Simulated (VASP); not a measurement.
# Te2Mo in VASP: notebook

The runs below take Te2Mo through single point, with LDA.

All numbers are computed with VASP 6.6.1; they aren't measurements. Logs are shortened: lines on timing, memory, paths and dates and some standing lists are left out, and cuts for length are marked.

## 1. The cell of the first run

The cell holds a slab with vacuum, 3 atoms: a = 3.845 Å, b = 3.845 Å, c = 18.225 Å, α = 90.00°, β = 90.00°, γ = 120.00°.

## 2. Single point, LDA (strain +0.080 along x and y, +0.040 along z)

INCAR reads:

```
  PREC = Accurate
  ENCUT = 520
  EDIFF = 1E-7
  ISMEAR = 0
  SIGMA = 0.05
  LREAL = F
  LASPH = T
  NELM = 80
  ALGO = Normal
  ISIF = 2
  LWAVE = F
  LCHARG = T
  LELF = T
  LVHAR = T
  NBANDS = 20
```

KPOINTS reads:

```
regular mesh
0
Gamma
  12 12 2
```

POSCAR reads:

```
Te2Mo
1.0
    3.8450514391      0.0000000000      0.0000000000
   -1.9225257196      3.3299122251      0.0000000000
    0.0000000000      0.0000000000     18.2250201328
Te Mo
2 1
Direct
    0.3333333333      0.6666666667      0.8978554500
    0.3333333333      0.6666666667      0.1021445500
    0.0000000000      0.0000000000      0.0000000000
```

Potentials or basis: VASP PAW LDA potentials, release 64 (Te, Mo_sv).

Run with:

```bash
$ cat potpaw_LDA.64/Te/POTCAR potpaw_LDA.64/Mo_sv/POTCAR > POTCAR
$ mpirun -np 1 vasp_std > vasp.out
```

OUTCAR:

```text
PREC = Accurate
   ENCUT = 520
   EDIFF = 1E-7
   ISMEAR = 0
   LREAL = F
   LASPH = T
   NELM = 80
   ISIF = 2

 ion  position               nearest neighbor table
   1  0.333  0.667  0.898-   3 2.90   3 2.90   3 2.90
   2  0.333  0.667  0.102-   3 2.90   3 2.90   3 2.90
   3  0.000  0.000  0.000-   1 2.90   2 2.90   1 2.90   2 2.90   1 2.90   2 2.90

  LATTYP: Found a hexagonal cell.
 ALAT       =     3.8450514391
 C/A-ratio  =     4.7398638019

  Lattice vectors:

 A1 = (   3.8450514391,   0.0000000000,   0.0000000000)
 A2 = (  -1.9225257196,   3.3299122251,   0.0000000000)
 A3 = (   0.0000000000,   0.0000000000,  18.2250201328)

Analysis of symmetry for initial positions (statically):
=====================================================================
 Subroutine PRICEL returns:
 Original cell was already a primitive cell.

 Routine SETGRP: Setting up the symmetry group for a
 hexagonal supercell.

 Subroutine GETGRP returns: Found 12 space group operations
 (whereof 12 operations were pure point group operations)
 out of a pool of 24 trial point group operations.

The static configuration has the point symmetry D_3h.

Analysis of symmetry for dynamics (positions and initial velocities):
=====================================================================
 Subroutine PRICEL returns:
 Original cell was already a primitive cell.

 Routine SETGRP: Setting up the symmetry group for a
 hexagonal supercell.

 Subroutine GETGRP returns: Found 12 space group operations
 (whereof 12 operations were pure point group operations)
 out of a pool of 24 trial point group operations.

The dynamic configuration has the point symmetry D_3h.

 Subroutine INISYM returns: Found 12 space group operations
 (whereof 12 operations are pure point group operations),
 and found     1 'primitive' translations

----------------------------------------------------------------------------------------

                                     Primitive cell

  volume of cell :     233.3474

  direct lattice vectors                    reciprocal lattice vectors
     3.845051439  0.000000000  0.000000000     0.260074544  0.150154108  0.000000000
    -1.922525720  3.329912225  0.000000000     0.000000000  0.300308216  0.000000000
     0.000000000  0.000000000 18.225020133     0.000000000  0.000000000  0.054869624

  length of vectors
     3.845051439  3.845051439 18.225020133     0.300308216  0.300308216  0.054869624

  position of ions in fractional coordinates (direct lattice)
     0.333333333  0.666666667  0.897855450
     0.333333333  0.666666667  0.102144550
     0.000000000  0.000000000  0.000000000

  ion indices of the primitive-cell ions
   primitive index   ion index
                 1           1
                 2           2
                 3           3

----------------------------------------------------------------------------------------

 KPOINTS: regular mesh

Automatic generation of k-mesh.
 Grid dimensions read from file:
 generate k-points for:   12   12    2

 Generating k-lattice:

  Cartesian coordinates                     Fractional coordinates (reciprocal lattice)
     0.021672879  0.012512842  0.000000000     0.083333333  0.000000000  0.000000000
     0.000000000  0.025025685  0.000000000     0.000000000  0.083333333  0.000000000
     0.000000000  0.000000000  0.027434812     0.000000000  0.000000000  0.500000000

  Length of vectors
     0.025025685  0.025025685  0.027434812

  Shift w.r.t. Gamma in fractional coordinates (k-lattice)
     0.000000000  0.000000000  0.000000000

 Subroutine IBZKPT returns following result:
 ===========================================

 Found     38 irreducible k-points:

 Following reciprocal coordinates:
            Coordinates               Weight
  0.000000  0.000000  0.000000      1.000000
  0.083333  0.000000  0.000000      6.000000
  0.166667  0.000000  0.000000      6.000000
  0.250000  0.000000  0.000000      6.000000
  0.333333  0.000000  0.000000      6.000000
  0.416667  0.000000  0.000000      6.000000
[... 16 lines left out ...]
  0.250000  0.000000  0.500000      6.000000
  0.333333  0.000000  0.500000      6.000000
 [... further k-points ...]
   k-points           NKPTS =     38   k-points in BZ     NKDIM =     38   number of bands    NBANDS=     20
   number of dos      NEDOS =    301   number of ions     NIONS =      3
   total plane-waves  NPLWV = 126000
   dimension x,y,z NGX =    30 NGY =   30 NGZ =  140
   dimension x,y,z NGXF=    60 NGYF=   60 NGZF=  280
   ions per type =               2   1
   NGX,Y,Z   is equivalent  to a cutoff of  12.97, 12.97, 12.77 a.u.
   NGXF,Y,Z  is equivalent  to a cutoff of  25.94, 25.94, 25.54 a.u.
 SYSTEM =  unknown system
   PREC   = accura    normal or accurate (medium, high low for compatibility)
   ISTART =      0    job   : 0-new  1-cont  2-samecut
   ICHARG =      2    charge: 1-file 2-atom 10-const
   ISPIN  =      1    spin polarized calculation?
   LNONCOLLINEAR =      F non collinear calculations
   LSORBIT =      F    spin-orbit coupling
   LASPH  =      T    aspherical Exc in radial PAW
   ENCUT  =  520.0 eV  38.22 Ry    6.18 a.u.   7.15  7.15 33.89*2*pi/ulx,y,z
   NELM   =     80;   NELMIN=  2; NELMDL= -5     # of ELM steps
   EDIFF  = 0.1E-06   stopping-criterion for ELM
   LREAL  =      F    real-space projection
   EDIFFG = 0.1E-05   stopping-criterion for IOM
   NSW    =      0    number of steps for IOM
   IBRION =     -1    ionic relax: 0-MD 1-quasi-New 2-CG
   NFREE  =      0    steps in history (QN), initial steepest desc. (CG)
   ISIF   =      2    stress and relaxation
   ISYM   =      2    0-nonsym 1-usesym 2-fastsym
   POTIM  = 0.5000    time-step for ionic-motion
   TEBEG  =    0.0;   TEEND  =   0.0 temperature during run
   PSTRESS=    0.0 pullay stress
   NELECT =      26.0000    total number of electrons
   NUPDOWN=      -1.0000    fix difference up-down
   EMIN   =  10.00;   EMAX   =-10.00  energy-range for DOS
   EFERMI =   0.00;   METHOD = LEGACY
   ISMEAR =     0;   SIGMA  =   0.05  broadening in eV -4-tet -1-fermi 0-gaus
   EFERMI_NEDOS =   21; number of points for ismear=-14 and -15
   IALGO  =     38    algorithm
   IMIX   =      4    mixing-type and parameters
     AMIX     =   0.40;   BMIX     =  1.00
     AMIX_MAG =   1.60;   BMIX_MAG =  1.00
  volume/ion in A,a.u.               =      77.78       524.90
  Fermi-wavevector in a.u.,A,eV,Ry     =   0.787768  1.488666  8.443480  0.620578
  Thomas-Fermi vector in A             =   1.892575
   LORBIT       =      0    0 simple, 1 ext, 2 COOP (PROOUT), +10 PAW based schemes
   GGA     = CA    functional components
   LHFCALC =     F    Hartree Fock is set to
   AEXX    =    0.0000 exact exchange contribution
   IVDW    =     0    specifies the selected vdW correction
   LEPSILON=     F    determine dielectric tensor
   LRPA    =     F    only Hartree local field effects (RPA)
 non-spin polarized calculation
 Gauss-broadening in eV      SIGMA  =   0.05
  energy-cutoff  :      520.00
  volume of cell :      233.35
 maximum number of plane-waves:      6312
 NGX is ok and might be reduce to    30
   NGX = 15   NGY = 15   NGZ = 67

 number of electron      25.9999999 magnetization

 Free energy of the ion-electron system (eV)
  ---------------------------------------------------
  ext. energy  EPLUGINS =         0.00000000
  ---------------------------------------------------
  free energy    TOTEN  =       -19.32865895 eV

  energy without entropy =      -19.32865895  energy(sigma->0) =      -19.32865895

 E-fermi :  -0.7105     XC(G=0):  -4.3934

 val. band max:       -1.0572869597   @ k =   0.3333   0.3333   0.5000
 cond. band min:      -0.3547597487   @ k =   0.3333   0.3333   0.5000
 fundamental gap:      0.7025272110
 Fermi energy:        -0.7105156029

 k-point     1 :       0.0000    0.0000    0.0000
  band No.  band energies     occupation
      1     -61.6397      2.00000
      2     -35.8514      2.00000
      3     -35.8514      2.00000
      4     -35.8421      2.00000
      5     -12.6305      2.00000
      6     -11.9096      2.00000
[... 12 lines left out ...]
     19       3.9156      0.00000
     20       4.1115      0.00000

 k-point     2 :       0.0833    0.0000    0.0000
  band No.  band energies     occupation
      1     -61.6396      2.00000
      2     -35.8543      2.00000
      3     -35.8521      2.00000
      4     -35.8416      2.00000
      5     -12.5664      2.00000
      6     -11.8648      2.00000
[... 12 lines left out ...]
     19       4.0242      0.00000
     20       4.3164      0.00000

 k-point     3 :       0.1667    0.0000    0.0000
  band No.  band energies     occupation
      1     -61.6391      2.00000
      2     -35.8622      2.00000
      3     -35.8540      2.00000
      4     -35.8400      2.00000
      5     -12.3826      2.00000
      6     -11.7371      2.00000
[... 12 lines left out ...]
     19       4.3025      0.00000
     20       4.7561      0.00000

 k-point     4 :       0.2500    0.0000    0.0000
  band No.  band energies     occupation
      1     -61.6385      2.00000
      2     -35.8730      2.00000
      3     -35.8566      2.00000
      4     -35.8379      2.00000
      5     -12.1071      2.00000
      6     -11.5475      2.00000
[... 12 lines left out ...]
     19       4.7075      0.00000
     20       4.8197      0.00000

 k-point     5 :       0.3333    0.0000    0.0000
  band No.  band energies     occupation
      1     -61.6379      2.00000
      2     -35.8838      2.00000
      3     -35.8592      2.00000
      4     -35.8358      2.00000
      5     -11.7942      2.00000
      6     -11.3361      2.00000
[... 12 lines left out ...]
     19       4.4918      0.00000
     20       5.0635      0.00000

 k-point     6 :       0.4167    0.0000    0.0000
  band No.  band energies     occupation
      1     -61.6375      2.00000
      2     -35.8917      2.00000
      3     -35.8612      2.00000
      4     -35.8342      2.00000
      5     -11.5322      2.00000
      6     -11.1636      2.00000
[... 12 lines left out ...]
     19       4.7138      0.00000
     20       4.7958      0.00000

 k-point     7 :       0.5000    0.0000    0.0000
  band No.  band energies     occupation
      1     -61.6373      2.00000
      2     -35.8946      2.00000
      3     -35.8619      2.00000
      4     -35.8336      2.00000
      5     -11.4271      2.00000
      6     -11.0959      2.00000
[... 12 lines left out ...]
     19       4.6654      0.00000
     20       4.7998      0.00000
[... 277 lines left out ...]
 k-point    20 :       0.0000    0.0000    0.5000
  band No.  band energies     occupation
      1     -61.6397      2.00000
      2     -35.8514      2.00000
      3     -35.8514      2.00000
      4     -35.8421      2.00000
      5     -12.6305      2.00000
      6     -11.9096      2.00000
[... 12 lines left out ...]
     19       3.7422      0.00000
     20       4.3302      0.00000

 k-point    21 :       0.0833    0.0000    0.5000
  band No.  band energies     occupation
      1     -61.6395      2.00000
      2     -35.8543      2.00000
      3     -35.8521      2.00000
      4     -35.8416      2.00000
      5     -12.5664      2.00000
      6     -11.8648      2.00000
[... 12 lines left out ...]
     19       3.8460      0.00000
     20       4.5473      0.00000

 k-point    22 :       0.1667    0.0000    0.5000
  band No.  band energies     occupation
      1     -61.6391      2.00000
      2     -35.8622      2.00000
      3     -35.8540      2.00000
      4     -35.8400      2.00000
      5     -12.3826      2.00000
      6     -11.7371      2.00000
[... 12 lines left out ...]
     19       4.1263      0.00000
     20       5.0224      0.00000

 k-point    23 :       0.2500    0.0000    0.5000
  band No.  band energies     occupation
      1     -61.6385      2.00000
      2     -35.8730      2.00000
      3     -35.8566      2.00000
      4     -35.8379      2.00000
      5     -12.1071      2.00000
      6     -11.5475      2.00000
[... 12 lines left out ...]
     19       4.5541      0.00000
     20       4.8653      0.00000

 k-point    24 :       0.3333    0.0000    0.5000
  band No.  band energies     occupation
      1     -61.6379      2.00000
      2     -35.8838      2.00000
      3     -35.8592      2.00000
      4     -35.8358      2.00000
      5     -11.7942      2.00000
      6     -11.3361      2.00000
[... 12 lines left out ...]
     19       4.5086      0.00000
     20       5.0068      0.00000

 [... further k-points ...]

------------------------ aborting loop because EDIFF is reached ----------------------------------------

  FORCE on cell =-STRESS in cart. coord.  units (eV):
  Direction    XX          YY          ZZ          XY          YZ          ZX
  --------------------------------------------------------------------------------------
  -------------------------------------------------------------------------------------
  Total       -8.7148447     -8.7148447     -7.5930614      0.0000000     -0.0000000     -0.0000000
  in kB      -59.8366508    -59.8366508    -52.1344190      0.0000000     -0.0000000     -0.0000000
  external PRESSURE =     -57.2692402 kB  Pullay stress =       0.0000000 kB

 VOLUME and BASIS-vectors are now :
 -----------------------------------------------------------------------------
  energy-cutoff  :      520.00
  volume of cell :      233.35
      direct lattice vectors                 reciprocal lattice vectors
     3.845051439  0.000000000  0.000000000     0.260074544  0.150154108  0.000000000
    -1.922525720  3.329912225  0.000000000     0.000000000  0.300308216  0.000000000
     0.000000000  0.000000000 18.225020133     0.000000000  0.000000000  0.054869624

 POSITION                                       TOTAL-FORCE (eV/Angst)
 -----------------------------------------------------------------------------------
     -0.00000      2.21994     16.36343        -0.000000      0.000000      2.036598
     -0.00000      2.21994      1.86159        -0.000000      0.000000     -2.036598
      0.00000      0.00000      0.00000         0.000000     -0.000000      0.000000
 -----------------------------------------------------------------------------------
    total drift:                                0.000000     -0.000000     -0.000000

  FREE ENERGIE OF THE ION-ELECTRON SYSTEM (eV)
  ---------------------------------------------------
  free  energy   TOTEN  =       -19.3286589476 eV

  energy  without entropy=      -19.3286589476  energy(sigma->0) =      -19.32865895
```

Run time: 8.8 min. Hardware: 1 thread of Intel Xeon 8259CL, shared host; peak memory 0.38 GiB.

Results:

```
Free energy            : -19.3287 eV
Largest force          : 2.037 eV/Å
Band gap on the k mesh : 0.70 eV, direct
```

Forces on the atoms (eV/Å):
```
Te   0.000  0.000  2.037
Te   0.000  0.000 -2.037
Mo   0.000  0.000  0.000
```

Caveat: the cell differs from its parent crystal (strain +0.080 along x and y, +0.040 along z); spin-orbit coupling is left out, which moves the levels of the heavy elements.

## 3. Single point, LDA (strain -0.040 along x and y, +0.000 along z)

INCAR reads:

```
SYSTEM = Te2Mo
  ALGO = Normal
  EDIFF = 1E-6
  ENCUT = 520
  ISIF = 2
  ISMEAR = 0
  LASPH = .TRUE.
  LCHARG = .FALSE.
  LREAL = .FALSE.
  LWAVE = .FALSE.
  NBANDS = 20
  NELM = 60
  PREC = Accurate
  SIGMA = 0.05
```

KPOINTS reads:

```
k-points
0
G
  12 12 2
  0 0 0
```

POSCAR reads:

```
Te2Mo
1.0
    3.4178235014      0.0000000000      0.0000000000
   -1.7089117507      2.9599219779      0.0000000000
    0.0000000000      0.0000000000     17.5240578200
Te Mo
2 1
Direct
    0.3333333333      0.6666666667      0.8978554500
    0.3333333333      0.6666666667      0.1021445500
    0.0000000000      0.0000000000      0.0000000000
```

Potentials or basis: VASP PAW LDA potentials, release 64 (Te, Mo_sv).

Run with:

```bash
$ cat potpaw_LDA.64/Te/POTCAR potpaw_LDA.64/Mo_sv/POTCAR > POTCAR
$ mpirun -np 1 vasp_std > vasp.out
```

Run time: 1.7 min. Hardware: 1 thread of Intel Xeon 6975P-C (Granite Rapids), shared host; peak memory 0.33 GiB.

It converged, with:

- Free energy: -20.4434 eV
- Largest force: 0.429 eV/Å
- Band gap on the k mesh: 1.33 eV, indirect (least direct gap 1.35 eV)

Forces on the atoms (eV/Å):
```
Te   0.000  0.000 -0.429
Te   0.000  0.000  0.429
Mo   0.000  0.000  0.000
```

Levels at points of the mesh, in eV from the valence-band top:
| k point | band 10 | band 11 | band 12 | band 13 | band 14 | band 15 | band 16 | band 17 |
| --- | --- | --- | --- | --- | --- | --- | --- | --- |
| (0.00, 0.00, 0.00) | -1.65 | -0.79 | -0.79 | -0.68 | 3.58 | 3.58 | 3.92 | 3.92 |
| (0.50, 0.00, 0.00) | -2.35 | -1.74 | -0.79 | -0.04 | 1.70 | 1.97 | 3.53 | 4.09 |
| (0.00, 0.00, 0.50) | -1.65 | -0.79 | -0.79 | -0.68 | 3.58 | 3.58 | 3.92 | 3.92 |
| (0.50, 0.00, 0.50) | -2.35 | -1.74 | -0.79 | -0.04 | 1.70 | 1.97 | 3.53 | 4.09 |

Caveat: the cell differs from its parent crystal (strain -0.040 along x and y, +0.000 along z); spin-orbit coupling is left out, which moves the levels of the heavy elements.

[end of part 1 of 2]
